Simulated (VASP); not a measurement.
# Ba2SrN2 (I4/mmm) in VASP: a series of runs

The runs below take Ba2SrN2 through single point, with PBE.

Everything below comes from runs of VASP 6.6.1. Logs are shortened: lines on timing, memory, paths and dates and some standing lists are left out, and cuts for length are marked.

## Step 1: The cell of the first run

It takes space group I4/mmm (No. 139, tetragonal). The conventional cell has a = 4.743 Å, b = 4.743 Å, c = 12.445 Å, α = 90.00°, β = 90.00°, γ = 90.00°. Within 3.7 Å of Ba (site symmetry -4m2) lie 4 N at 2.83 Å and 4 Ba at 3.35 Å. Within 4.9 Å of Sr (site symmetry 4/mmm) lie 10 N at 3.70 to 4.65 Å and 8 Ba at 3.91 Å and 4 Sr at 4.74 Å. N (site symmetry 4mm) has 4 Ba at 2.83 Å and 1 N at 3.14 Å within 3.7 Å.

## Step 2: Single point, PBE

INCAR

```
  ALGO = Normal
  EDIFF = 1E-7
  ENCUT = 520
  GGA = PE
  ISIF = 2
  ISMEAR = 0
  LASPH = True
  LCHARG = True
  LELF = True
  LREAL = False
  LVHAR = True
  LWAVE = False
  NBANDS = 28
  NELM = 80
  PREC = Accurate
  SIGMA = 0.1
```

KPOINTS

```
k-points
0
Gamma
  6 6 6
```

POSCAR

```
Ba2SrN2
1.0
   -2.3716654874      2.3716654874      6.2226866749
    2.3716654874     -2.3716654874      6.2226866749
    2.3716654874      2.3716654874     -6.2226866749
Ba Sr N
2 1 2
Direct
    0.2500000000      0.7500000000      0.5000000000
    0.7500000000      0.2500000000      0.5000000000
    0.0000000000      0.0000000000      0.0000000000
    0.6260000000      0.6260000000      0.0000000000
    0.3740000000      0.3740000000      0.0000000000
```

Potentials or basis: VASP PAW PBE potentials, release 64 (Ba_sv, Sr_sv, N).

Launch:

```
> cat potpaw_PBE.64/Ba_sv/POTCAR potpaw_PBE.64/Sr_sv/POTCAR potpaw_PBE.64/N/POTCAR > POTCAR
> mpirun -np 1 vasp_std > vasp.out
```

OUTCAR:

```text
EDIFF = 1E-7
   ENCUT = 520
   GGA = PE
   ISIF = 2
   ISMEAR = 0
   LASPH = True
   LREAL = False
   NELM = 80
   PREC = Accurate

 ion  position               nearest neighbor table
   1  0.250  0.750  0.500-   5 2.83   4 2.83   5 2.83   4 2.83   2 3.35   2 3.35   2 3.35   2 3.35
                             3 3.91   3 3.91   3 3.91   3 3.91
   2  0.750  0.250  0.500-   5 2.83   4 2.83   5 2.83   4 2.83   1 3.35   1 3.35   1 3.35   1 3.35
                             3 3.91   3 3.91   3 3.91   3 3.91
   3  0.000  0.000  0.000-   1 3.91   2 3.91   1 3.91   2 3.91   2 3.91   1 3.91   2 3.91   1 3.91

   4  0.626  0.626  0.000-   1 2.83   2 2.83   1 2.83   2 2.83
   5  0.374  0.374  0.000-   1 2.83   2 2.83   1 2.83   2 2.83

  LATTYP: Found a body centered tetragonal cell.
 ALAT       =     4.7433309748
 C/A-ratio  =     2.6237623763

  Lattice vectors:

 A1 = (  -2.3716654874,   2.3716654874,   6.2226866749)
 A2 = (   2.3716654874,  -2.3716654874,   6.2226866749)
 A3 = (   2.3716654874,   2.3716654874,  -6.2226866749)

Analysis of symmetry for initial positions (statically):
=====================================================================
 Subroutine PRICEL returns:
 Original cell was already a primitive cell.

 Routine SETGRP: Setting up the symmetry group for a
 body centered tetragonal supercell.

 Subroutine GETGRP returns: Found 16 space group operations
 (whereof 16 operations were pure point group operations)
 out of a pool of 16 trial point group operations.

The static configuration has the point symmetry D_4h.

Analysis of symmetry for dynamics (positions and initial velocities):
=====================================================================
 Subroutine PRICEL returns:
 Original cell was already a primitive cell.

 Routine SETGRP: Setting up the symmetry group for a
 body centered tetragonal supercell.

 Subroutine GETGRP returns: Found 16 space group operations
 (whereof 16 operations were pure point group operations)
 out of a pool of 16 trial point group operations.

The dynamic configuration has the point symmetry D_4h.

 Subroutine INISYM returns: Found 16 space group operations
 (whereof 16 operations are pure point group operations),
 and found     1 'primitive' translations

----------------------------------------------------------------------------------------

                                     Primitive cell

  volume of cell :     140.0054

  direct lattice vectors                    reciprocal lattice vectors
    -2.371665487  2.371665487  6.222686675     0.000000000  0.210822311  0.080351145
     2.371665487 -2.371665487  6.222686675     0.210822311  0.000000000  0.080351145
     2.371665487  2.371665487 -6.222686675     0.210822311  0.210822311  0.000000000

  length of vectors
     7.069046882  7.069046882  7.069046882     0.225615499  0.225615499  0.298147772

  position of ions in fractional coordinates (direct lattice)
     0.250000000  0.750000000  0.500000000
     0.750000000  0.250000000  0.500000000
     0.000000000  0.000000000  0.000000000
     0.626000000  0.626000000  0.000000000
     0.374000000  0.374000000  0.000000000

  ion indices of the primitive-cell ions
   primitive index   ion index
                 1           1
                 2           2
                 3           3
                 4           4
                 5           5

----------------------------------------------------------------------------------------

 KPOINTS: k-points

Automatic generation of k-mesh.
 Grid dimensions read from file:
 generate k-points for:    6    6    6

 Generating k-lattice:

  Cartesian coordinates                     Fractional coordinates (reciprocal lattice)
     0.000000000  0.035137052  0.013391858     0.166666667 -0.000000000  0.000000000
     0.035137052  0.000000000  0.013391858    -0.000000000  0.166666667  0.000000000
     0.035137052  0.035137052  0.000000000     0.000000000  0.000000000  0.166666667

  Length of vectors
     0.037602583  0.037602583  0.049691295

  Shift w.r.t. Gamma in fractional coordinates (k-lattice)
     0.000000000  0.000000000  0.000000000

 Subroutine IBZKPT returns following result:
 ===========================================

 Found     30 irreducible k-points:

 Following reciprocal coordinates:
            Coordinates               Weight
  0.000000  0.000000  0.000000      1.000000
  0.166667  0.000000 -0.000000      8.000000
  0.333333  0.000000 -0.000000      8.000000
  0.500000  0.000000 -0.000000      4.000000
  0.166667  0.166667 -0.000000      8.000000
  0.333333  0.166667 -0.000000     16.000000
[... 16 lines left out ...]
 -0.333333 -0.333333  0.166667      8.000000
 -0.166667 -0.333333  0.166667      8.000000
 [... further k-points ...]
   k-points           NKPTS =     30   k-points in BZ     NKDIM =     30   number of bands    NBANDS=     28
   number of dos      NEDOS =    301   number of ions     NIONS =      5
[... 38 lines left out ...]
  Fermi-wavevector in a.u.,A,eV,Ry     =   1.078235  2.037568 15.817993  1.162590
  Thomas-Fermi vector in A             =   2.214168
   LORBIT       =      0    0 simple, 1 ext, 2 COOP (PROOUT), +10 PAW based schemes
   GGA     = PE    functional components
   LHFCALC =     F    Hartree Fock is set to
   AEXX    =    0.0000 exact exchange contribution
   IVDW    =     0    specifies the selected vdW correction
   LEPSILON=     F    determine dielectric tensor
   LRPA    =     F    only Hartree local field effects (RPA)
 non-spin polarized calculation
 Gauss-broadening in eV      SIGMA  =   0.10
  energy-cutoff  :      520.00
  volume of cell :      140.01
 maximum number of plane-waves:      3787
 NGX is ok and might be reduce to    54
   NGX = 27   NGY = 27   NGZ = 27

 number of electron      39.9999999 magnetization

 Free energy of the ion-electron system (eV)
  ---------------------------------------------------
  ext. energy  EPLUGINS =         0.00000000
  ---------------------------------------------------
  free energy    TOTEN  =       -19.60522096 eV

  energy without entropy =      -19.59106740  energy(sigma->0) =      -19.59814418

 E-fermi :   2.5525     XC(G=0):  -8.8373

 val. band max:        2.5389306878   @ k =   0.5000   0.3333  -0.0000
 cond. band min:       2.5978212770   @ k =   0.1667   0.0000  -0.0000
 fundamental gap:      0.0588905892
 Fermi energy:         2.5524989431

 k-point     1 :       0.0000    0.0000    0.0000
  band No.  band energies     occupation
      1     -34.4618      2.00000
      2     -25.3492      2.00000
      3     -24.6708      2.00000
      4     -16.5434      2.00000
      5     -16.3438      2.00000
      6     -16.3438      2.00000
[... 20 lines left out ...]
     27       5.3051      0.00000
     28       5.9728      0.00000

 k-point     2 :       0.1667    0.0000   -0.0000
  band No.  band energies     occupation
      1     -34.4616      2.00000
      2     -25.3052      2.00000
      3     -24.7175      2.00000
      4     -16.5407      2.00000
      5     -16.3517      2.00000
      6     -16.3433      2.00000
[... 20 lines left out ...]
     27       5.3448      0.00000
     28       6.1892      0.00000

 k-point     3 :       0.3333    0.0000   -0.0000
  band No.  band energies     occupation
      1     -34.4611      2.00000
      2     -25.1838      2.00000
      3     -24.8443      2.00000
      4     -16.5353      2.00000
      5     -16.3674      2.00000
      6     -16.3423      2.00000
[... 20 lines left out ...]
     27       5.2022      0.00000
     28       6.4534      0.00000

 k-point     4 :       0.5000    0.0000   -0.0000
  band No.  band energies     occupation
      1     -34.4609      2.00000
      2     -25.0157      2.00000
      3     -25.0152      2.00000
      4     -16.5326      2.00000
      5     -16.3753      2.00000
      6     -16.3418      2.00000
[... 578 lines left out ...]
     27       5.5924      0.00000
     28       6.5180      0.00000

 k-point    23 :      -0.3333   -0.3333    0.1667
  band No.  band energies     occupation
      1     -34.4613      2.00000
      2     -25.2665      2.00000
      3     -24.7568      2.00000
      4     -16.5310      2.00000
      5     -16.3524      2.00000
      6     -16.3508      2.00000
[... 20 lines left out ...]
     27       5.3575      0.00000
     28       6.1901      0.00000

 k-point    24 :      -0.1667   -0.3333    0.1667
  band No.  band energies     occupation
      1     -34.4615      2.00000
      2     -25.3056      2.00000
      3     -24.7175      2.00000
      4     -16.5346      2.00000
      5     -16.3521      2.00000
      6     -16.3437      2.00000
[... 20 lines left out ...]
     27       5.2993      0.00000
     28       6.1581      0.00000

 [... further k-points ...]

------------------------ aborting loop because EDIFF is reached ----------------------------------------

  FORCE on cell =-STRESS in cart. coord.  units (eV):
  Direction    XX          YY          ZZ          XY          YZ          ZX
  --------------------------------------------------------------------------------------
  -------------------------------------------------------------------------------------
  Total       -2.7645676     -2.7645676      1.2900436      0.0000000     -0.0000000      0.0000000
  in kB      -31.6368333    -31.6368333     14.7628487      0.0000000     -0.0000000      0.0000000
  external PRESSURE =     -16.1702726 kB  Pullay stress =       0.0000000 kB

 VOLUME and BASIS-vectors are now :
 -----------------------------------------------------------------------------
  energy-cutoff  :      520.00
  volume of cell :      140.01
      direct lattice vectors                 reciprocal lattice vectors
    -2.371665487  2.371665487  6.222686675     0.000000000  0.210822311  0.080351145
     2.371665487 -2.371665487  6.222686675     0.210822311  0.000000000  0.080351145
     2.371665487  2.371665487 -6.222686675     0.210822311  0.210822311  0.000000000

 POSITION                                       TOTAL-FORCE (eV/Angst)
 -----------------------------------------------------------------------------------
      2.37167     -0.00000      3.11134         0.000000      0.000000      0.000000
     -0.00000      2.37167      3.11134         0.000000      0.000000      0.000000
      0.00000      0.00000      0.00000         0.000000      0.000000      0.000000
      0.00000      0.00000      7.79080         0.000000      0.000000      1.229803
      0.00000      0.00000      4.65457        -0.000000     -0.000000     -1.229803
 -----------------------------------------------------------------------------------
    total drift:                               -0.000000      0.000000      0.000000

  FREE ENERGIE OF THE ION-ELECTRON SYSTEM (eV)
  ---------------------------------------------------
  free  energy   TOTEN  =       -19.6052209574 eV

  energy  without entropy=      -19.5910673998  energy(sigma->0) =      -19.59814418
```

It took 2.6 min on 1 thread of Intel Xeon 6975P-C (Granite Rapids), shared host; peak memory 0.46 GiB.

Results:

```
Free energy            : -19.6052 eV
Pressure               : -1.6 GPa
Largest force          : 1.230 eV/Å
Band gap on the k mesh : zero (band 20 reaches 2.54 eV, above the bottom of band 21 at 2.19 eV)
```

Forces on the atoms (eV/Å):
```
Ba   0.000  0.000  0.000
Ba   0.000  0.000  0.000
Sr   0.000  0.000  0.000
N    0.000  0.000  1.230
N    0.000  0.000 -1.230
```

Stress tensor (GPa, compression positive):
```
-3.16  0.00  0.00
 0.00 -3.16  0.00
 0.00  0.00  1.48
```

Caveat: spin-orbit coupling is left out, which moves the levels of the heavy elements; forces of over 1 eV/Å act on the atoms, so gaps and moduli don't describe the material at rest.

## Step 3: Single point, PBE

This run uses another cell than the first one, of 28.15 Å³/atom, 1.005 times its volume.

INCAR

```
ALGO = Normal
EDIFF = 1E-6
ENCUT = 520
GGA = PE
ISIF = 2
ISMEAR = 0
LASPH = T
LCHARG = F
LREAL = F
LWAVE = F
NBANDS = 28
NELM = 60
PREC = Accurate
SIGMA = 0.1
```

KPOINTS is that of step 2.

POSCAR

```
Ba2SrN2
1.0
   -2.2214284770      2.2214284770      7.1294235265
    2.2214284770     -2.2214284770      7.1294235265
    2.2214284770      2.2214284770     -7.1294235265
Ba Sr N
2 1 2
Direct
    0.3475900000      0.3475900000      0.0000000000
    0.6524100000      0.6524100000      0.0000000000
    0.0000000000      0.0000000000      0.0000000000
    0.1381600000      0.1381600000      0.0000000000
    0.8618400000      0.8618400000      0.0000000000
```

Potentials or basis: VASP PAW PBE potentials, release 64 (Ba_sv, Sr_sv, N).

Launch:

```
> cat potpaw_PBE.64/Ba_sv/POTCAR potpaw_PBE.64/Sr_sv/POTCAR potpaw_PBE.64/N/POTCAR > POTCAR
> mpirun -np 1 vasp_std > vasp.out
```

Wall time 2.5 min (1 thread of Intel Xeon 6975P-C (Granite Rapids), shared host); peak memory 0.53 GiB.

The run converged. Its results:

```
Free energy            : -20.5695 eV
Pressure               : 4.2 GPa
Largest force          : 4.418 eV/Å
Band gap on the k mesh : zero (band 20 reaches 3.16 eV, above the bottom of band 21 at 2.60 eV)
```

Forces on the atoms (eV/Å):
```
Ba   0.000  0.000 -1.069
Ba   0.000  0.000  1.069
Sr   0.000  0.000  0.000
N    0.000  0.000  4.418
N    0.000  0.000 -4.418
```

Stress tensor (GPa, compression positive):
```
-2.23  0.00  0.00
 0.00 -2.23  0.00
 0.00  0.00 17.09
```

Levels at points of the mesh, in eV from the Fermi level:
```
           k point  band 18  band 19  band 20  band 21  band 22  band 23
(0.00, 0.00, 0.00)    -1.14    -1.14    -1.00     0.41     0.44     0.63
(0.50, 0.00, 0.00)    -2.40    -1.82    -0.30    -0.21     1.30     1.95
(0.50, 0.50, 0.00)    -1.38    -1.35     0.35     0.45     0.62     0.99
(0.50, 0.50, 0.50)    -1.23    -1.09    -1.09    -0.12    -0.12     1.89
```

Caveat: spin-orbit coupling is left out, which moves the levels of the heavy elements; forces of over 1 eV/Å act on the atoms, so gaps and moduli don't describe the material at rest.

## Step 4: Single point, PBE

This run uses another cell than the first one, of 28.37 Å³/atom, 1.013 times its volume.

INCAR

```
SYSTEM = Ba2SrN2
PREC = Accurate ; ENCUT = 520
EDIFF = 1E-6 ; ISMEAR = 0
SIGMA = 0.1 ; LREAL = .False.
LASPH = .True. ; NELM = 100
ALGO = Normal ; ISIF = 2
LWAVE = .False. ; LCHARG = .False.
GGA = PE ; NBANDS = 28
```

KPOINTS

```
regular mesh
0
Gamma
  6 6 6
  0 0 0
```

POSCAR

```
Ba2SrN2
1.0
   -2.2811532666      2.2811532666      6.8138786904
    2.2811532666     -2.2811532666      6.8138786904
    2.2811532666      2.2811532666     -6.8138786904
Ba Sr N
2 1 2
Direct
    0.2500000000      0.7500000000      0.5000000000
    0.7500000000      0.2500000000      0.5000000000
    0.0000000000      0.0000000000      0.0000000000
    0.6467028138      0.6467028138      0.0000000000
    0.3532971862      0.3532971862      0.0000000000
```

Launch:

```
> cat potpaw_PBE.64/Ba_sv/POTCAR potpaw_PBE.64/Sr_sv/POTCAR potpaw_PBE.64/N/POTCAR > POTCAR
> mpirun -np 1 vasp_std > vasp.out
```

Run time: 2.4 min. Hardware: 1 thread of Intel Xeon 6975P-C (Granite Rapids), shared host; peak memory 0.48 GiB.

The run converged. Its results:

- Free energy: -20.0934 eV
- Pressure: 1.7 GPa
- Largest force: 0.200 eV/Å
- Band gap on the k mesh: zero (band 20 reaches 2.31 eV, above the bottom of band 21 at 2.20 eV)

Forces on the atoms (eV/Å):
```
Ba   0.000  0.000  0.000
Ba   0.000  0.000  0.000
Sr   0.000  0.000  0.000
N    0.000  0.000 -0.200
N    0.000  0.000  0.200
```

Stress tensor (GPa, compression positive):
```
2.05 0.00 0.00
0.00 2.05 0.00
0.00 0.00 0.87
```

Levels at points of the mesh, in eV from the Fermi level:
```csv
k point,band 18,band 19,band 20,band 21,band 22,band 23
"(0.00, 0.00, 0.00)",-1.63,-0.29,-0.12,-0.12,0.90,1.73
"(0.50, 0.00, 0.00)",-0.80,-0.68,-0.55,0.94,1.67,1.80
"(0.50, 0.50, 0.00)",-0.53,-0.48,0.00,0.17,1.36,1.96
"(0.50, 0.50, 0.50)",-1.39,-0.15,-0.15,0.81,0.92,1.34
```

Caveat: spin-orbit coupling is left out, which moves the levels of the heavy elements.

## Step 5: Single point, PBE

This run uses another cell than the first one, of 27.81 Å³/atom, 0.993 times its volume.

INCAR

```
SYSTEM = Ba2SrN2
PREC = Accurate
ENCUT = 520
EDIFF = 1E-6
ISMEAR = 0
SIGMA = 0.1
LREAL = .False.
LASPH = .True.
NELM = 100
ALGO = Normal
ISIF = 2
LWAVE = .False.
LCHARG = .True.
GGA = PE
LELF = .True.
LVHAR = .True.
NBANDS = 28
```

KPOINTS is that of step 4.

POSCAR

```
Ba2SrN2
1.0
   -2.1287812846      2.1287812846      7.6702923305
    2.1287812846     -2.1287812846      7.6702923305
    2.1287812846      2.1287812846     -7.6702923305
Ba Sr N
2 1 2
Direct
    0.3236164129      0.3236164129      0.0000000000
    0.6763835871      0.6763835871      0.0000000000
    0.0000000000      0.0000000000      0.0000000000
    0.1580711424      0.1580711424      0.0000000000
    0.8419288576      0.8419288576      0.0000000000
```

Launch:

```
> cat potpaw_PBE.64/Ba_sv/POTCAR potpaw_PBE.64/Sr_sv/POTCAR potpaw_PBE.64/N/POTCAR > POTCAR
> mpirun -np 1 vasp_std > vasp.out
```

Wall time 3.2 min (1 thread of Intel Xeon 6975P-C (Granite Rapids), shared host); peak memory 0.6 GiB.

The run converged. Its results:

* Free energy: -22.9619 eV
* Pressure: 0.9 GPa
* Largest force: 0.258 eV/Å
* Band gap on the k mesh: zero (band 20 reaches 2.32 eV, above the bottom of band 21 at 1.86 eV)

Forces on the atoms (eV/Å):
```
Ba   0.000  0.000  0.258
Ba   0.000  0.000 -0.258
Sr   0.000  0.000  0.000
N    0.000  0.000 -0.110
N    0.000  0.000  0.110
```

Stress tensor (GPa, compression positive):
```
0.44 0.00 0.00
0.00 0.44 0.00
0.00 0.00 1.70
```

Levels at points of the mesh, in eV from the Fermi level:
```csv
k point,band 17,band 18,band 19,band 20,band 21,band 22,band 23,band 24
"(0.00, 0.00, 0.00)",-0.51,-0.18,-0.18,-0.06,-0.06,1.25,1.39,3.17
"(0.50, 0.00, 0.00)",-1.22,-1.12,-0.93,-0.37,0.59,1.34,3.03,3.33
"(0.50, 0.50, 0.00)",-0.53,-0.32,-0.04,-0.04,0.74,1.46,1.59,3.11
"(0.50, 0.50, 0.50)",-0.43,-0.29,0.16,0.16,0.22,0.77,2.53,2.68
```

Caveat: spin-orbit coupling is left out, which moves the levels of the heavy elements.

## Step 6: Overview

```csv
cell,gap on the mesh (eV),pressure (GPa),largest force (eV/Å)
"a = 7.069 Å, angles 140.8, 140.8, 56.6°, 5 atoms",none,-1.6,1.23
"a = 7.791 Å, angles 146.9, 146.9, 47.6°, 5 atoms",none,4.2,4.42
"a = 7.539 Å, angles 144.8, 144.8, 50.7°, 5 atoms",none,1.7,0.20
"a = 8.240 Å, angles 150.1, 150.1, 42.9°, 5 atoms",none,0.9,0.26
```

Alike in all rows: task single point; level PBE; potentials or basis VASP PAW PBE potentials, release 64 (Ba_sv, Sr_sv, N); no spin polarisation; k mesh 6 × 6 × 6; cutoff (eV) 520; smearing gaussian 0.1 eV.

Caveats: spin-orbit coupling is left out, which moves the levels of the heavy elements; forces of over 1 eV/Å act on the atoms, so gaps and moduli don't describe the material at rest (some runs).

Absolute energies hang on the potentials; compare differences alone.
